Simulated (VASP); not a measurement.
# PbS (Cmcm) in VASP: a series of runs

The runs below take PbS through single point, with PBEsol, B3LYP, PBE.

Program: VASP 6.6.1. These are calculated values, not measurements. Logs are shortened: lines on timing, memory, paths and dates and some standing lists are left out, and cuts for length are marked.

## Step 1: The cell of the first run

Symmetry: Cmcm, No. 63, orthorhombic system. Conventional cell: a = 4.160 Å, b = 11.983 Å, c = 4.279 Å, α = 90.00°, β = 90.00°, γ = 90.00°. Pb (site symmetry m2m) has 5 S at 2.69 to 2.99 Å within 3.5 Å. S (site symmetry m2m) has 5 Pb at 2.69 to 2.99 Å within 3.5 Å.

## Step 2: Single point, PBEsol, non-collinear spin, zero start, spin-orbit coupling

Contents of INCAR:

```
SYSTEM = PbS
PREC     = Accurate       ! precision mode
ENCUT    = 500            ! plane-wave cutoff, eV
EDIFF    = 1E-6           ! SCF threshold, eV
ISMEAR   = -1             ! smearing method
SIGMA    = 0.05           ! smearing width, eV
LREAL    = .FALSE.        ! projectors in reciprocal space
LASPH    = .TRUE.         ! aspherical terms in the spheres
NELM     = 200            ! most SCF steps
ALGO     = Normal         ! electronic algorithm
ISIF     = 2              ! what is computed and relaxed
LWAVE    = .FALSE.        ! write WAVECAR
LCHARG   = .FALSE.        ! write CHGCAR
MAGMOM   = 0 0 0 0 0 0 0 0 0 0 0 0 ! initial moments
LORBIT   = 11             ! projections on sites
LSORBIT  = .TRUE.         ! spin-orbit coupling
GGA_COMPAT= .FALSE.      
LORBMOM  = .TRUE.       
GGA      = PS             ! functional
NBANDS   = 54             ! bands
```

Contents of KPOINTS:

```
regular mesh
0
G
  5 5 4
  0 0 0
```

Contents of POSCAR:

```
PbS
1.0
    2.0799526950     -5.9912968650      0.0000000000
    2.0799526950      5.9912968650      0.0000000000
    0.0000000000      0.0000000000      4.2793209400
Pb S
2 2
Direct
    0.1305633500      0.8694366500      0.2500000000
    0.8694366500      0.1305633500      0.7500000000
    0.3547970900      0.6452029100      0.2500000000
    0.6452029100      0.3547970900      0.7500000000
```

Potentials or basis: VASP PAW PBE potentials, release 64 (Pb_d, S).

The run is started by

```sh
cat potpaw_PBE.64/Pb_d/POTCAR potpaw_PBE.64/S/POTCAR > POTCAR
mpirun -np 1 vasp_ncl > vasp.out
```

OUTCAR:

```text
SYSTEM = PbS
   PREC = Accurate
   ENCUT = 500
   EDIFF = 1E-6
   ISMEAR = -1
   LREAL = .FALSE.
   LASPH = .TRUE.
   NELM = 200
   ISIF = 2
   LORBIT = 11
   LSORBIT = .TRUE.
   GGA = PS

 ion  position               nearest neighbor table
   1  0.131  0.869  0.250-   3 2.69   4 2.99   4 2.99   4 2.99   4 2.99   2 3.79   2 3.79   2 4.13
                             2 4.13   2 4.13   2 4.13
   2  0.869  0.131  0.750-   4 2.69   3 2.99   3 2.99   3 2.99   3 2.99   1 3.79   1 3.79   1 4.13
                             1 4.13   1 4.13   1 4.13
   3  0.355  0.645  0.250-   1 2.69   2 2.99   2 2.99   2 2.99   2 2.99
   4  0.645  0.355  0.750-   2 2.69   1 2.99   1 2.99   1 2.99   1 2.99

  LATTYP: Found a base centered orthorhombic cell.
 ALAT       =     4.1599053900
 B/A-ratio  =     2.8804966956
 C/A-ratio  =     1.0287063139

  Lattice vectors:

 A1 = (   2.0799526950,  -5.9912968650,   0.0000000000)
 A2 = (   2.0799526950,   5.9912968650,   0.0000000000)
 A3 = (   0.0000000000,   0.0000000000,   4.2793209400)

Analysis of symmetry for initial positions (statically):
=====================================================================
 Subroutine PRICEL returns:
 Original cell was already a primitive cell.

 Routine SETGRP: Setting up the symmetry group for a
 base centered orthorhombic supercell.

 Subroutine GETGRP returns: Found  8 space group operations
 (whereof  4 operations were pure point group operations)
 out of a pool of  8 trial point group operations.

The static configuration has the point symmetry C_2h.
 The point group associated with its full space group is D_2h.

Analysis of symmetry for dynamics (positions and initial velocities):
=====================================================================
 Subroutine PRICEL returns:
 Original cell was already a primitive cell.

 Routine SETGRP: Setting up the symmetry group for a
 base centered orthorhombic supercell.

 Subroutine GETGRP returns: Found  8 space group operations
 (whereof  4 operations were pure point group operations)
 out of a pool of  8 trial point group operations.

The dynamic configuration has the point symmetry C_2h.
 The point group associated with its full space group is D_2h.

Analysis of structural, dynamic, and magnetic symmetry:
=====================================================================
 Subroutine PRICEL returns:
 Original cell was already a primitive cell.

 Routine SETGRP: Setting up the symmetry group for a
 base centered orthorhombic supercell.

 Subroutine GETGRP returns: Found  8 space group operations
 (whereof  4 operations were pure point group operations)
 out of a pool of  8 trial point group operations.

The overall configuration has the point symmetry C_2h.
[... 1515 lines left out ...]

  FREE ENERGIE OF THE ION-ELECTRON SYSTEM (eV)
  ---------------------------------------------------
  free  energy   TOTEN  =       -19.5430855610 eV

  energy  without entropy=      -19.5430818484  energy(sigma->0) =      -19.54308370

 orbital moment (x)

 # of ion     p       d       tot
 ----------------------------------------
  1         0.000   0.000   0.000
  2         0.000   0.000   0.000
  3         0.000   0.000   0.000
  4         0.000   0.000   0.000
 ----------------------------------------
            0.000   0.000   0.000

 orbital moment (y)

 # of ion     p       d       tot
 ----------------------------------------
  1         0.000  -0.000  -0.000
  2         0.000   0.000   0.000
  3         0.000   0.000   0.000
  4         0.000   0.000   0.000
 ----------------------------------------
            0.000   0.000   0.000

 orbital moment (z)

 # of ion     p       d       tot
 ----------------------------------------
  1         0.000   0.000   0.000
  2         0.000   0.000   0.000
  3         0.000   0.000   0.000
  4         0.000   0.000   0.000
 ----------------------------------------
            0.000   0.000   0.000

 Spin-Orbit-Coupling matrix elements

 Ion:    1  E_soc:     -0.8217993
 l=   1
     0.0000000    -0.0730747    -0.0728273
    -0.0730747     0.0000000    -0.0640470
    -0.0728273    -0.0640470     0.0000000
 l=   2
     0.0000000    -0.0134824     0.0000000    -0.0133370    -0.0536694
    -0.0134824     0.0000000    -0.0403217    -0.0133431    -0.0133526
     0.0000000    -0.0403217     0.0000000    -0.0400823     0.0000000
    -0.0133370    -0.0133431    -0.0400823     0.0000000    -0.0133621
    -0.0536694    -0.0133526     0.0000000    -0.0133621     0.0000000
 l=   3
     0.0000000     0.0000000     0.0000000     0.0000000     0.0000000     0.0000000     0.0000000
     0.0000000     0.0000000     0.0000000     0.0000000     0.0000000     0.0000000     0.0000000
     0.0000000     0.0000000     0.0000000     0.0000000     0.0000000     0.0000000     0.0000000
     0.0000000     0.0000000     0.0000000     0.0000000     0.0000000     0.0000000     0.0000000
[... 49 lines left out ...]
 l=   2
     0.0000000     0.0000000     0.0000000     0.0000000     0.0000000
     0.0000000     0.0000000     0.0000000     0.0000000     0.0000000
     0.0000000     0.0000000     0.0000000     0.0000000     0.0000000
     0.0000000     0.0000000     0.0000000     0.0000000     0.0000000
     0.0000000     0.0000000     0.0000000     0.0000000     0.0000000
 l=   3
     0.0000000     0.0000000     0.0000000     0.0000000     0.0000000     0.0000000     0.0000000
     0.0000000     0.0000000     0.0000000     0.0000000     0.0000000     0.0000000     0.0000000
     0.0000000     0.0000000     0.0000000     0.0000000     0.0000000     0.0000000     0.0000000
     0.0000000     0.0000000     0.0000000     0.0000000     0.0000000     0.0000000     0.0000000
     0.0000000     0.0000000     0.0000000     0.0000000     0.0000000     0.0000000     0.0000000
     0.0000000     0.0000000     0.0000000     0.0000000     0.0000000     0.0000000     0.0000000
     0.0000000     0.0000000     0.0000000     0.0000000     0.0000000     0.0000000     0.0000000

 total charge

# of ion       s       p       d       tot
------------------------------------------
    1        1.437   0.571   9.843  11.851
    2        1.437   0.571   9.843  11.851
    3        1.348   2.301   0.000   3.650
    4        1.348   2.301   0.000   3.650
--------------------------------------------------
tot          5.570   5.745  19.686  31.001

 magnetization (x)

# of ion       s       p       d       tot
------------------------------------------
    1        0.000   0.000   0.000   0.000
    2        0.000   0.000   0.000   0.000
    3        0.000   0.000   0.000   0.000
    4        0.000   0.000   0.000   0.000
--------------------------------------------------
tot          0.000   0.000   0.000   0.000

 magnetization (y)

# of ion       s       p       d       tot
------------------------------------------
    1        0.000   0.000   0.000   0.000
    2        0.000   0.000   0.000   0.000
    3        0.000   0.000   0.000   0.000
    4        0.000   0.000   0.000   0.000
--------------------------------------------------
tot          0.000   0.000   0.000   0.000

 magnetization (z)

# of ion       s       p       d       tot
------------------------------------------
    1        0.000   0.000   0.000   0.000
    2        0.000   0.000   0.000   0.000
    3        0.000   0.000   0.000   0.000
    4        0.000   0.000   0.000   0.000
--------------------------------------------------
tot          0.000   0.000   0.000   0.000
```

It took 6 min on 1 thread of Intel Xeon Platinum 8259CL at 2.50GHz (Skylake/Cascade Lake), shared host; peak memory 0.64 GiB.

Results:

```yaml
Free_energy: -19.5431 eV
Pressure: -2.1 GPa
Largest_force: 0.083 eV/Å
Net_moment: 0.00 μB per cell
Valence_electrons_inside_the_program's_atomic_spheres: Pb 11.85; S 3.65
```

Forces on the atoms (eV/Å):
```
Pb   0.000 -0.083  0.000
Pb   0.000  0.083  0.000
S    0.000  0.061  0.000
S    0.000 -0.061  0.000
```

Stress tensor (GPa, compression positive):
```
-1.97  0.00  0.00
 0.00 -2.00  0.00
 0.00  0.00 -2.23
```

Moments on the atoms (μB; x, y, z):
```
Pb  0.00 0.00 0.00
Pb  0.00 0.00 0.00
S   0.00 0.00 0.00
S   0.00 0.00 0.00
```

Caveat: the k points lie up to 0.37 Å⁻¹ apart; the PAW data sets were made with another functional, which shifts forces and pressure a little.

## Step 3: Single point, B3LYP

POSCAR is that of step 2.

Contents of INCAR.step1:

```
SYSTEM = PbS
PREC = Accurate
ENCUT = 400
EDIFF = 1E-5
ISMEAR = -1
SIGMA = 0.05
LREAL = .False.
LASPH = .True.
NELM = 120
ALGO = Normal
ISIF = 2
LWAVE = .True.
LCHARG = .False.
GGA = PE
NBANDS = 28
GGA_COMPAT = .False.
KPAR = 4
```

Contents of INCAR.step2:

```
SYSTEM = PbS
PREC = Accurate
ENCUT = 400
EDIFF = 1E-6
ISMEAR = -1
SIGMA = 0.05
LREAL = .False.
LASPH = .True.
NELM = 120
ALGO = Normal
ISIF = 2
LWAVE = .False.
LCHARG = .False.
GGA = B3
LHFCALC = .True.
AEXX = 0.2
AGGAX = 0.72
AGGAC = 0.81
ALDAC = 0.19
PRECFOCK = Normal
ISTART = 1
NBANDS = 28
GGA_COMPAT = .False.
KPAR = 4
```

Contents of KPOINTS:

```
Automatic mesh
0
Gamma
  4 4 4
  0 0 0
```

Potentials or basis: VASP PAW PBE potentials, release 64 (Pb_d, S).

The run is started by

```sh
cat potpaw_PBE.64/Pb_d/POTCAR potpaw_PBE.64/S/POTCAR > POTCAR
cp INCAR.step1 INCAR
mpirun -np 4 vasp_std > vasp.out
cp INCAR.step2 INCAR
mpirun -np 4 vasp_std > vasp.out
```

Wall time 38 min (4 MPI ranks of Intel Xeon Platinum 8375C at 2.90GHz (Ice Lake), shared host); peak memory 0.26 GiB.

The run converged. Its results:

| Property | Result |
| --- | --- |
| Free energy | -19.8419 eV |
| Pressure | 2.9 GPa |
| Largest force | 0.038 eV/Å |
| Band gap on the k mesh | 2.28 eV (least direct gap 2.72 eV) |

Forces on the atoms (eV/Å):
```
Pb   0.000  0.038  0.000
Pb   0.000 -0.038  0.000
S    0.000  0.014  0.000
S    0.000 -0.014  0.000
```

Stress tensor (GPa, compression positive):
```
2.99 0.00 0.00
0.00 2.69 0.00
0.00 0.00 2.90
```

Levels at points of the mesh, in eV from the valence-band top:
| k point | band 16 | band 17 | band 18 | band 19 | band 20 | band 21 | band 22 | band 23 | band 24 | band 25 |
| --- | --- | --- | --- | --- | --- | --- | --- | --- | --- | --- |
| (0.00, 0.00, 0.00) | -3.13 | -2.55 | -1.77 | -1.58 | -0.50 | 6.03 | 6.19 | 6.22 | 6.95 | 7.19 |
| (0.50, 0.00, 0.00) | -2.10 | -1.42 | -1.22 | -0.26 | -0.24 | 2.96 | 3.03 | 3.37 | 4.21 | 4.37 |
| (0.50, 0.50, 0.00) | -2.80 | -2.00 | -1.98 | -1.41 | -0.44 | 2.28 | 5.77 | 6.33 | 6.34 | 6.89 |
| (0.00, 0.00, 0.50) | -2.88 | -1.18 | -1.18 | 0.00 | 0.00 | 3.01 | 3.01 | 3.97 | 3.97 | 6.39 |
| (0.50, 0.00, 0.50) | -4.56 | -3.30 | -3.30 | -1.52 | -1.52 | 4.69 | 4.69 | 6.66 | 6.66 | 7.89 |
| (0.50, 0.50, 0.50) | -1.29 | -1.28 | -1.28 | -0.29 | -0.29 | 2.83 | 2.83 | 4.40 | 4.40 | 4.75 |

Caveat: the PAW data sets were made with another functional, which shifts forces and pressure a little; spin-orbit coupling is left out, which moves the levels of the heavy elements.

## Step 4: Single point, PBE

This run uses another cell than the first one, of 25.06 Å³/atom.

Contents of INCAR:

```
SYSTEM = PbS
  PREC = Accurate
  ENCUT = 520
  EDIFF = 1E-6
  ISMEAR = -1
  SIGMA = 0.05
  LREAL = .False.
  LASPH = .True.
  NELM = 60
  ALGO = Normal
  ISIF = 2
  LWAVE = .False.
  LCHARG = .True.
  GGA = PE
  LELF = .True.
  LVHAR = .True.
  NBANDS = 28
```

Contents of KPOINTS:

```
regular mesh
0
Gamma
  7 7 6
  0 0 0
```

Contents of POSCAR:

```
PbS
1.0
    2.0374927668     -5.8689911821      0.0000000000
    2.0374927668      5.8689911821      0.0000000000
    0.0000000000      0.0000000000      4.1919633476
Pb S
2 2
Direct
    0.1305633500      0.8694366500      0.2500000000
    0.8694366500      0.1305633500      0.7500000000
    0.3547970900      0.6452029100      0.2500000000
    0.6452029100      0.3547970900      0.7500000000
```

Potentials or basis: VASP PAW PBE potentials, release 64 (Pb_d, S).

The run is started by

```sh
cat potpaw_PBE.64/Pb_d/POTCAR potpaw_PBE.64/S/POTCAR > POTCAR
mpirun -np 1 vasp_std > vasp.out
```

OUTCAR:

```text
SYSTEM = PbS
   PREC = Accurate
   ENCUT = 520
   EDIFF = 1E-6
   ISMEAR = -1
   LREAL = .False.
   LASPH = .True.
   NELM = 60
   ISIF = 2
   GGA = PE

 ion  position               nearest neighbor table
   1  0.131  0.869  0.250-   3 2.63   4 2.93   4 2.93   4 2.93   4 2.93   2 3.71   2 3.71   2 4.05
                             2 4.05   2 4.05   2 4.05
   2  0.869  0.131  0.750-   4 2.63   3 2.93   3 2.93   3 2.93   3 2.93   1 3.71   1 3.71   1 4.05
                             1 4.05   1 4.05   1 4.05
   3  0.355  0.645  0.250-   1 2.63   2 2.93   2 2.93   2 2.93   2 2.93
   4  0.645  0.355  0.750-   2 2.63   1 2.93   1 2.93   1 2.93   1 2.93

  LATTYP: Found a base centered orthorhombic cell.
 ALAT       =     4.0749855336
 B/A-ratio  =     2.8804966956
 C/A-ratio  =     1.0287063139

  Lattice vectors:

 A1 = (   2.0374927668,  -5.8689911821,   0.0000000000)
 A2 = (   2.0374927668,   5.8689911821,   0.0000000000)
 A3 = (   0.0000000000,   0.0000000000,   4.1919633476)

Analysis of symmetry for initial positions (statically):
=====================================================================
 Subroutine PRICEL returns:
 Original cell was already a primitive cell.

[... 178 lines left out ...]
 cond. band min:       6.7613466456   @ k =   0.4286   0.4286   0.0000
 fundamental gap:      1.1120530989
 Fermi energy:         6.2304500790

 k-point     1 :       0.0000    0.0000    0.0000
  band No.  band energies     occupation
      1     -10.8285      2.00000
      2     -10.6850      2.00000
      3     -10.6724      2.00000
      4     -10.6699      2.00000
      5     -10.6295      2.00000
      6     -10.6234      2.00000
[... 733 lines left out ...]
     27      13.2167      0.00000
     28      13.9697      0.00000

 [... further k-points ...]

------------------------ aborting loop because EDIFF is reached ----------------------------------------

  FORCE on cell =-STRESS in cart. coord.  units (eV):
  Direction    XX          YY          ZZ          XY          YZ          ZX
  --------------------------------------------------------------------------------------
  -------------------------------------------------------------------------------------
  Total        3.0337833      3.1854325      2.9694987      0.0000000      0.0000000      0.0000000
  in kB       48.4828487     50.9063524     47.4555178      0.0000000      0.0000000      0.0000000
  external PRESSURE =      48.9482396 kB  Pullay stress =       0.0000000 kB

 VOLUME and BASIS-vectors are now :
 -----------------------------------------------------------------------------
  energy-cutoff  :      520.00
  volume of cell :      100.26
      direct lattice vectors                 reciprocal lattice vectors
     2.037492767 -5.868991182  0.000000000     0.245399644 -0.085193517  0.000000000
     2.037492767  5.868991182  0.000000000     0.245399644  0.085193517  0.000000000
     0.000000000  0.000000000  4.191963348     0.000000000  0.000000000  0.238551704

 POSITION                                       TOTAL-FORCE (eV/Angst)
 -----------------------------------------------------------------------------------
      2.03749      4.33644      1.04799         0.000000      0.480701      0.000000
      2.03749     -4.33644      3.14397         0.000000     -0.480701      0.000000
      2.03749      1.70439      1.04799         0.000000     -0.360663     -0.000000
      2.03749     -1.70439      3.14397         0.000000      0.360663     -0.000000
 -----------------------------------------------------------------------------------
    total drift:                               -0.000000     -0.000000      0.000000

  FREE ENERGIE OF THE ION-ELECTRON SYSTEM (eV)
  ---------------------------------------------------
  free  energy   TOTEN  =       -17.2602512556 eV

  energy  without entropy=      -17.2602508057  energy(sigma->0) =      -17.26025103
```

OSZICAR:

```text
N       E                     dE             d eps       ncg     rms          rms(c)
DAV:   1     0.426857315360E+03    0.42686E+03   -0.19104E+04  3584   0.157E+03
DAV:   2     0.302734654957E+02   -0.39658E+03   -0.38446E+03  3632   0.413E+02
DAV:   3    -0.159141859227E+02   -0.46188E+02   -0.44857E+02  4672   0.157E+02
DAV:   4    -0.180961445434E+02   -0.21820E+01   -0.21733E+01  4304   0.345E+01
DAV:   5    -0.181798529507E+02   -0.83708E-01   -0.83695E-01  4876   0.720E+00    0.719E+00
DAV:   6    -0.172493358347E+02    0.93052E+00   -0.21743E+00  5012   0.107E+01    0.474E+00
DAV:   7    -0.172585069066E+02   -0.91711E-02   -0.52467E-01  4452   0.310E+00    0.285E+00
DAV:   8    -0.172661334388E+02   -0.76265E-02   -0.86019E-02  5076   0.245E+00    0.745E-01
DAV:   9    -0.172598879629E+02    0.62455E-02   -0.24722E-02  5008   0.133E+00    0.863E-02
DAV:  10    -0.172602086658E+02   -0.32070E-03   -0.19452E-03  3944   0.216E-01    0.518E-02
DAV:  11    -0.172602517520E+02   -0.43086E-04   -0.16263E-04  5364   0.104E-01    0.229E-02
DAV:  12    -0.172602527935E+02   -0.10415E-05   -0.17324E-05  4896   0.261E-02    0.155E-02
DAV:  13    -0.172602515240E+02    0.12695E-05   -0.35175E-06  3240   0.180E-02    0.386E-03
DAV:  14    -0.172602512556E+02    0.26833E-06   -0.89353E-07  2176   0.627E-03
   1 F= -.17260251E+02 E0= -.17260251E+02  d E =-.449933E-06
```

Run time: 84 s. Hardware: 1 thread of Intel Xeon 6975P-C (Granite Rapids), shared host; peak memory 0.34 GiB.

Results:

- Free energy: -17.2603 eV
- Pressure: 4.9 GPa
- Largest force: 0.481 eV/Å
- Band gap on the k mesh: 1.11 eV (least direct gap 1.41 eV)

Forces in eV/Å, atoms in the order of the input:
```
Pb   0.000  0.481  0.000
Pb   0.000 -0.481  0.000
S    0.000 -0.361  0.000
S    0.000  0.361  0.000
```

Stress tensor (GPa, compression positive):
```
4.85 0.00 0.00
0.00 5.09 0.00
0.00 0.00 4.75
```

Caveat: the cell stands under pressure; spin-orbit coupling is left out, which moves the levels of the heavy elements; an odd mesh through Γ misses points on the zone boundary, where band edges can lie.

## Step 5: Summary

```csv
level,spin,cell,k mesh,cutoff (eV),grid for exact exchange (PRECFOCK),share of exact exchange,gap on the mesh (eV),pressure (GPa),largest force (eV/Å)
PBEsol,"non-collinear, zero start, SOC","a = 6.342, b = 6.342, c = 4.279 Å, angles 90.0, 90.0, 141.7°, 4 atoms",5 × 5 × 4,500,-,-,-,-2.1,0.08
B3LYP,off,"a = 6.342, b = 6.342, c = 4.279 Å, angles 90.0, 90.0, 141.7°, 4 atoms",4 × 4 × 4,400,Normal,0.2,2.28,2.9,0.04
PBE,off,"a = 6.213, b = 6.213, c = 4.192 Å, angles 90.0, 90.0, 141.7°, 4 atoms",7 × 7 × 6,520,-,-,1.11,4.9,0.48
```

Alike in all rows: task single point; potentials or basis VASP PAW PBE potentials, release 64 (Pb_d, S); smearing fermi-dirac 0.05 eV.

Caveats: some runs use coarse meshes; the PAW data sets were made with another functional, which shifts forces and pressure a little (at least some runs); spin-orbit coupling is left out, which moves the levels of the heavy elements (at least some runs); the cell stands under pressure (at least some runs); an odd mesh through Γ misses points on the zone boundary, where band edges can lie (at least some runs).

Total energies depend on the potentials used, so only differences within one code and one set of settings carry meaning.
